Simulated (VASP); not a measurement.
# MgS (F-43m) in VASP: a series of runs

The runs below take MgS through single point, with PBEsol.

All numbers are computed with VASP 6.6.1; they aren't measurements. Logs are shortened: lines on timing, memory, paths and dates and some standing lists are left out, and cuts for length are marked.

## 1. The cell of the first run

Symmetry: F-43m, No. 216, cubic system. The conventional cell has a = 5.652 Å, b = 5.652 Å, c = 5.652 Å, α = 90.00°, β = 90.00°, γ = 90.00°. Within 3.2 Å of Mg (site symmetry -43m) lie 4 S at 2.45 Å. S (site symmetry -43m) has 4 Mg at 2.45 Å within 3.2 Å.

## 2. Single point, PBEsol

INCAR reads:

```
SYSTEM = MgS
PREC = Accurate
ENCUT = 600
EDIFF = 1E-6
ISMEAR = 0
SIGMA = 0.02
LREAL = .False.
LASPH = .True.
NELM = 120
ALGO = Normal
ISIF = 2
LWAVE = .False.
LCHARG = .True.
GGA = PS
LELF = .True.
LVHAR = .True.
NBANDS = 11
GGA_COMPAT = .False.
```

KPOINTS reads:

```
Automatic mesh
0
Gamma
  8 8 8
  0 0 0
```

POSCAR reads:

```
MgS
1.0
    0.0000000000      2.8257871079      2.8257871079
    2.8257871079      0.0000000000      2.8257871079
    2.8257871079      2.8257871079      0.0000000000
Mg S
1 1
Direct
    0.0000000000      0.0000000000      0.0000000000
    0.2500000000      0.2500000000      0.2500000000
```

Potentials or basis: VASP PAW PBE potentials, release 64 (Mg, S).

Started as:

```
$ cat potpaw_PBE.64/Mg/POTCAR potpaw_PBE.64/S/POTCAR > POTCAR
$ mpirun -np 1 vasp_std > vasp.out
```

OUTCAR:

```text
SYSTEM = MgS
   PREC = Accurate
   ENCUT = 600
   EDIFF = 1E-6
   ISMEAR = 0
   LREAL = .False.
   LASPH = .True.
   NELM = 120
   ISIF = 2
   GGA = PS

 ion  position               nearest neighbor table
   1  0.000  0.000  0.000-   2 2.45   2 2.45   2 2.45   2 2.45
   2  0.250  0.250  0.250-   1 2.45   1 2.45   1 2.45   1 2.45

  LATTYP: Found a face centered cubic cell.
 ALAT       =     5.6515742158

  Lattice vectors:

 A1 = (   0.0000000000,   2.8257871079,   2.8257871079)
 A2 = (   2.8257871079,   0.0000000000,   2.8257871079)
 A3 = (   2.8257871079,   2.8257871079,   0.0000000000)

Analysis of symmetry for initial positions (statically):
=====================================================================
 Subroutine PRICEL returns:
 Original cell was already a primitive cell.

 Routine SETGRP: Setting up the symmetry group for a
 face centered cubic supercell.

 Subroutine GETGRP returns: Found 24 space group operations
 (whereof 24 operations were pure point group operations)
 out of a pool of 48 trial point group operations.

The static configuration has the point symmetry T_d .

Analysis of symmetry for dynamics (positions and initial velocities):
=====================================================================
 Subroutine PRICEL returns:
 Original cell was already a primitive cell.

 Routine SETGRP: Setting up the symmetry group for a
 face centered cubic supercell.

 Subroutine GETGRP returns: Found 24 space group operations
 (whereof 24 operations were pure point group operations)
 out of a pool of 48 trial point group operations.

The dynamic configuration has the point symmetry T_d .

 Subroutine INISYM returns: Found 24 space group operations
 (whereof 24 operations are pure point group operations),
 and found     1 'primitive' translations

----------------------------------------------------------------------------------------

                                     Primitive cell

  volume of cell :      45.1282

  direct lattice vectors                    reciprocal lattice vectors
     0.000000000  2.825787108  2.825787108    -0.176941851  0.176941851  0.176941851
     2.825787108  0.000000000  2.825787108     0.176941851 -0.176941851  0.176941851
     2.825787108  2.825787108  0.000000000     0.176941851  0.176941851 -0.176941851

  length of vectors
     3.996266452  3.996266452  3.996266452     0.306472275  0.306472275  0.306472275

  position of ions in fractional coordinates (direct lattice)
     0.000000000  0.000000000  0.000000000
     0.250000000  0.250000000  0.250000000

  ion indices of the primitive-cell ions
   primitive index   ion index
                 1           1
                 2           2

----------------------------------------------------------------------------------------

 KPOINTS: Automatic mesh

Automatic generation of k-mesh.
 Grid dimensions read from file:
 generate k-points for:    8    8    8

 Generating k-lattice:

  Cartesian coordinates                     Fractional coordinates (reciprocal lattice)
    -0.022117731  0.022117731  0.022117731     0.125000000  0.000000000  0.000000000
     0.022117731 -0.022117731  0.022117731     0.000000000  0.125000000  0.000000000
     0.022117731  0.022117731 -0.022117731     0.000000000  0.000000000  0.125000000

  Length of vectors
     0.038309034  0.038309034  0.038309034

  Shift w.r.t. Gamma in fractional coordinates (k-lattice)
     0.000000000  0.000000000  0.000000000

 Subroutine IBZKPT returns following result:
 ===========================================

 Found     29 irreducible k-points:

 Following reciprocal coordinates:
            Coordinates               Weight
  0.000000  0.000000  0.000000      1.000000
  0.125000  0.000000  0.000000      8.000000
  0.250000  0.000000  0.000000      8.000000
  0.375000  0.000000  0.000000      8.000000
  0.500000  0.000000  0.000000      4.000000
  0.125000  0.125000  0.000000      6.000000
[... 16 lines left out ...]
  0.500000  0.250000  0.125000     48.000000
 -0.375000  0.250000  0.125000     24.000000
 [... further k-points ...]
   k-points           NKPTS =     29   k-points in BZ     NKDIM =     29   number of bands    NBANDS=     11
   number of dos      NEDOS =    301   number of ions     NIONS =      2
   total plane-waves  NPLWV =  32768
   dimension x,y,z NGX =    32 NGY =   32 NGZ =   32
   dimension x,y,z NGXF=    64 NGYF=   64 NGZF=   64
   ions per type =               1   1
   NGX,Y,Z   is equivalent  to a cutoff of  13.31, 13.31, 13.31 a.u.
   NGXF,Y,Z  is equivalent  to a cutoff of  26.62, 26.62, 26.62 a.u.
 SYSTEM =  MgS
   PREC   = accura    normal or accurate (medium, high low for compatibility)
   ISTART =      0    job   : 0-new  1-cont  2-samecut
   ICHARG =      2    charge: 1-file 2-atom 10-const
   ISPIN  =      1    spin polarized calculation?
   LNONCOLLINEAR =      F non collinear calculations
   LSORBIT =      F    spin-orbit coupling
   LASPH  =      T    aspherical Exc in radial PAW
   ENCUT  =  600.0 eV  44.10 Ry    6.64 a.u.   7.98  7.98  7.98*2*pi/ulx,y,z
   NELM   =    120;   NELMIN=  2; NELMDL= -5     # of ELM steps
   EDIFF  = 0.1E-05   stopping-criterion for ELM
   LREAL  =      F    real-space projection
   EDIFFG = 0.1E-04   stopping-criterion for IOM
   NSW    =      0    number of steps for IOM
   IBRION =     -1    ionic relax: 0-MD 1-quasi-New 2-CG
   NFREE  =      0    steps in history (QN), initial steepest desc. (CG)
   ISIF   =      2    stress and relaxation
   ISYM   =      2    0-nonsym 1-usesym 2-fastsym
   POTIM  = 0.5000    time-step for ionic-motion
   TEBEG  =    0.0;   TEEND  =   0.0 temperature during run
   PSTRESS=    0.0 pullay stress
   NELECT =       8.0000    total number of electrons
   NUPDOWN=      -1.0000    fix difference up-down
   EMIN   =  10.00;   EMAX   =-10.00  energy-range for DOS
   EFERMI =   0.00;   METHOD = LEGACY
   ISMEAR =     0;   SIGMA  =   0.02  broadening in eV -4-tet -1-fermi 0-gaus
   EFERMI_NEDOS =   21; number of points for ismear=-14 and -15
   IALGO  =     38    algorithm
   IMIX   =      4    mixing-type and parameters
     AMIX     =   0.40;   BMIX     =  1.00
     AMIX_MAG =   1.60;   BMIX_MAG =  1.00
  volume/ion in A,a.u.               =      22.56       152.27
  Fermi-wavevector in a.u.,A,eV,Ry     =   0.919649  1.737884 11.507183  0.845754
  Thomas-Fermi vector in A             =   2.044866
   LORBIT       =      0    0 simple, 1 ext, 2 COOP (PROOUT), +10 PAW based schemes
   GGA     = PS    functional components
   LHFCALC =     F    Hartree Fock is set to
   AEXX    =    0.0000 exact exchange contribution
   IVDW    =     0    specifies the selected vdW correction
   LEPSILON=     F    determine dielectric tensor
   LRPA    =     F    only Hartree local field effects (RPA)
 non-spin polarized calculation
 Gauss-broadening in eV      SIGMA  =   0.02
  energy-cutoff  :      600.00
  volume of cell :       45.13
 maximum number of plane-waves:      1540
   NGX = 15   NGY = 15   NGZ = 15

 number of electron       8.0000000 magnetization

 Free energy of the ion-electron system (eV)
  ---------------------------------------------------
  ext. energy  EPLUGINS =         0.00000000
  ---------------------------------------------------
  free energy    TOTEN  =        -8.91806656 eV

  energy without entropy =       -8.91806656  energy(sigma->0) =       -8.91806656

 E-fermi :   1.1637     XC(G=0):  -8.5979

 val. band max:        1.0351289701   @ k =   0.0000   0.0000   0.0000
 cond. band min:       4.3578965131   @ k =   0.0000   0.0000   0.0000
 fundamental gap:      3.3227675430
 Fermi energy:         1.1636574971

 k-point     1 :       0.0000    0.0000    0.0000
  band No.  band energies     occupation
      1     -10.2521      2.00000
      2       1.0351      2.00000
      3       1.0351      2.00000
      4       1.0351      2.00000
      5       4.3579      0.00000
      6       8.9218      0.00000
      7       8.9218      0.00000
      8       8.9218      0.00000
      9      11.8302      0.00000
     10      11.8302      0.00000
     11      14.6265      0.00000

 k-point     2 :       0.1250    0.0000    0.0000
  band No.  band energies     occupation
      1     -10.1624      2.00000
      2       0.3309      2.00000
      3       0.9809      2.00000
      4       0.9809      2.00000
      5       5.0346      0.00000
      6       8.7273      0.00000
      7       9.1007      0.00000
      8       9.1007      0.00000
      9      11.3484      0.00000
     10      11.3484      0.00000
     11      13.9770      0.00000

 k-point     3 :       0.2500    0.0000    0.0000
  band No.  band energies     occupation
      1      -9.9299      2.00000
      2      -0.8658      2.00000
      3       0.8585      2.00000
      4       0.8585      2.00000
      5       5.8980      0.00000
      6       8.7447      0.00000
      7       9.1277      0.00000
      8       9.1277      0.00000
      9      11.3988      0.00000
     10      11.3988      0.00000
     11      13.1149      0.00000

 k-point     4 :       0.3750    0.0000    0.0000
  band No.  band energies     occupation
      1      -9.6690      2.00000
      2      -1.8090      2.00000
      3       0.7465      2.00000
      4       0.7465      2.00000
      5       6.0791      0.00000
      6       8.7584      0.00000
      7       8.7584      0.00000
      8       9.2683      0.00000
      9      12.7168      0.00000
     10      12.7168      0.00000
     11      13.1429      0.00000

 k-point     5 :       0.5000    0.0000    0.0000
  band No.  band energies     occupation
      1      -9.5503      2.00000
      2      -2.1672      2.00000
      3       0.7028      2.00000
      4       0.7028      2.00000
      5       6.0500      0.00000
      6       8.5841      0.00000
      7       8.5841      0.00000
      8       9.4845      0.00000
      9      13.7851      0.00000
     10      14.2140      0.00000
     11      14.2140      0.00000
[... 211 lines left out ...]
 k-point    21 :       0.5000    0.5000    0.0000
  band No.  band energies     occupation
      1      -9.3240      2.00000
      2      -1.8322      2.00000
      3      -0.0202      2.00000
      4      -0.0202      2.00000
      5       4.7407      0.00000
      6       6.5875      0.00000
      7      12.1163      0.00000
      8      13.2399      0.00000
      9      13.2399      0.00000
     10      14.9473      0.00000
     11      14.9482      0.00000

 k-point    22 :       0.3750    0.2500    0.1250
  band No.  band energies     occupation
      1      -9.7498      2.00000
      2      -1.0731      2.00000
      3       0.1701      2.00000
      4       0.6500      2.00000
      5       6.6213      0.00000
      6       7.9194      0.00000
      7       8.5198      0.00000
      8      10.1822      0.00000
      9      10.6919      0.00000
     10      13.3830      0.00000
     11      15.3475      0.00000

 k-point    23 :       0.5000    0.2500    0.1250
  band No.  band energies     occupation
      1      -9.5331      2.00000
      2      -1.5839      2.00000
      3      -0.1871      2.00000
      4       0.4695      2.00000
      5       6.8901      0.00000
      6       7.7205      0.00000
      7       8.8604      0.00000
      8      10.0148      0.00000
      9      11.8350      0.00000
     10      14.4702      0.00000
     11      15.0562      0.00000

 k-point    24 :      -0.3750    0.2500    0.1250
  band No.  band energies     occupation
      1      -9.4366      2.00000
      2      -1.8048      2.00000
      3      -0.2934      2.00000
      4       0.3725      2.00000
      5       6.9671      0.00000
      6       7.4306      0.00000
      7       9.7155      0.00000
      8       9.8098      0.00000
      9      12.3737      0.00000
     10      13.7905      0.00000
     11      15.2122      0.00000

 [... further k-points ...]
[... 5 lines left out ...]
  --------------------------------------------------------------------------------------
  -------------------------------------------------------------------------------------
  Total       -0.0183884     -0.0183884     -0.0183884      0.0000000      0.0000000      0.0000000
  in kB       -0.6528379     -0.6528379     -0.6528379      0.0000000      0.0000000      0.0000000
  external PRESSURE =      -0.6528379 kB  Pullay stress =       0.0000000 kB

 VOLUME and BASIS-vectors are now :
 -----------------------------------------------------------------------------
  energy-cutoff  :      600.00
  volume of cell :       45.13
      direct lattice vectors                 reciprocal lattice vectors
     0.000000000  2.825787108  2.825787108    -0.176941851  0.176941851  0.176941851
     2.825787108  0.000000000  2.825787108     0.176941851 -0.176941851  0.176941851
     2.825787108  2.825787108  0.000000000     0.176941851  0.176941851 -0.176941851

 POSITION                                       TOTAL-FORCE (eV/Angst)
 -----------------------------------------------------------------------------------
      0.00000      0.00000      0.00000         0.000000      0.000000      0.000000
      1.41289      1.41289      1.41289        -0.000000     -0.000000     -0.000000
 -----------------------------------------------------------------------------------
    total drift:                               -0.000000     -0.000000     -0.000000

  FREE ENERGIE OF THE ION-ELECTRON SYSTEM (eV)
  ---------------------------------------------------
  free  energy   TOTEN  =        -8.9180665603 eV

  energy  without entropy=       -8.9180665603  energy(sigma->0) =       -8.91806656
```

Run time: 15 s. Hardware: 1 thread of Intel Xeon Platinum 8488C (Sapphire Rapids), shared host; peak memory 0.18 GiB.

What came out:

```yaml
Free_energy: -8.9181 eV
Pressure: -0.1 GPa
Band_gap_on_the_k_mesh: 3.32 eV
```

Levels at points of the mesh, in eV from the valence-band top:
| k point | band 2 | band 3 | band 4 | band 5 | band 6 | band 7 |
| --- | --- | --- | --- | --- | --- | --- |
| (0.00, 0.00, 0.00) | 0.00 | 0.00 | 0.00 | 3.32 | 7.89 | 7.89 |
| (0.50, 0.00, 0.00) | -3.20 | -0.33 | -0.33 | 5.01 | 7.55 | 7.55 |
| (0.50, 0.50, 0.00) | -2.87 | -1.06 | -1.06 | 3.71 | 5.55 | 11.08 |

Caveat: the PAW data sets were made with another functional, which shifts forces and pressure a little. A k mesh can miss the band edges.

## 3. Single point, PBEsol

INCAR reads:

```
PREC = Accurate ; ENCUT = 600
EDIFF = 1E-6 ; ISMEAR = 0
SIGMA = 0.02 ; LREAL = False
LASPH = True ; NELM = 120
ALGO = Normal ; ISIF = 2
LWAVE = False ; LCHARG = False
GGA = PS ; NBANDS = 11
GGA_COMPAT = False
```

KPOINTS reads:

```
Automatic mesh
0
Gamma
  8 8 8
```

POSCAR is that of step 2.

Potentials or basis: VASP PAW PBE potentials, release 64 (Mg, S).

Started as:

```
$ cat potpaw_PBE.64/Mg/POTCAR potpaw_PBE.64/S/POTCAR > POTCAR
$ mpirun -np 1 vasp_std > vasp.out
```

Run time: 16 s. Hardware: 1 thread of Intel Xeon Platinum 8488C (Sapphire Rapids), shared host; peak memory 0.18 GiB.

It converged, with:

```
Free energy            : -8.9181 eV
Pressure               : -0.1 GPa
Band gap on the k mesh : 3.32 eV
```

Levels at points of the mesh, in eV from the valence-band top:
| k point | band 1 | band 2 | band 3 | band 4 | band 5 | band 6 | band 7 | band 8 | band 9 |
| --- | --- | --- | --- | --- | --- | --- | --- | --- | --- |
| (0.00, 0.00, 0.00) | -11.29 | 0.00 | 0.00 | 0.00 | 3.32 | 7.89 | 7.89 | 7.89 | 10.80 |
| (0.50, 0.00, 0.00) | -10.59 | -3.20 | -0.33 | -0.33 | 5.01 | 7.55 | 7.55 | 8.45 | 12.75 |
| (0.50, 0.50, 0.00) | -10.36 | -2.87 | -1.06 | -1.06 | 3.71 | 5.55 | 11.08 | 12.20 | 12.20 |

Caveat: the PAW data sets were made with another functional, which shifts forces and pressure a little. A k mesh can miss the band edges.
